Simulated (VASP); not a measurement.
GaP, 2 atoms in the cell. The structure is tetragonal, space group I-4m2 (No. 119). Conventional cell: a = 3.738 Å, b = 3.738 Å, c = 5.450 Å, α = 90.00°, β = 90.00°, γ = 90.00°. Within 3.1 Å of Ga (site symmetry -4m2) lie 4 P at 2.31 Å. Within 3.1 Å of P (site symmetry -4m2) lie 4 Ga at 2.31 Å.  This cell differs from its parent crystal: equal xx and yy strain of -3 %.

| Quantity | Value |
| --- | --- |
| Program | VASP 6.6.1 |
| Task | electric field gradients |
| Functional | LDA |
| Potentials or basis | VASP PAW LDA potentials, release 64 (Ga_d, P) |
| Cutoff | 520 eV |
| k mesh | 10 × 10 × 10 |
| Occupations | fermi-dirac, width 0.05 eV |
| Spin | no spin polarisation |
| Dipole correction | no |
| Further INCAR settings | ALGO = Normal; EDIFF = 1e-08; NBANDS = 16 |

Potentials or basis: VASP PAW LDA potentials, release 64 (Ga_d, P).

The run is started by

```console
$ cat potpaw_LDA.64/Ga_d/POTCAR potpaw_LDA.64/P/POTCAR > POTCAR
$ mpirun -np 1 vasp_std > vasp.out
```

Hardware: 1 thread of Intel Xeon 8259CL, with other jobs on the host.

Question: Estimate the wall time of this run.

Answer: It took 93 s on 1 thread of Intel Xeon 8259CL (shared host), peak memory 0.18 GiB. Counts: scf iterations 14, k points 102.
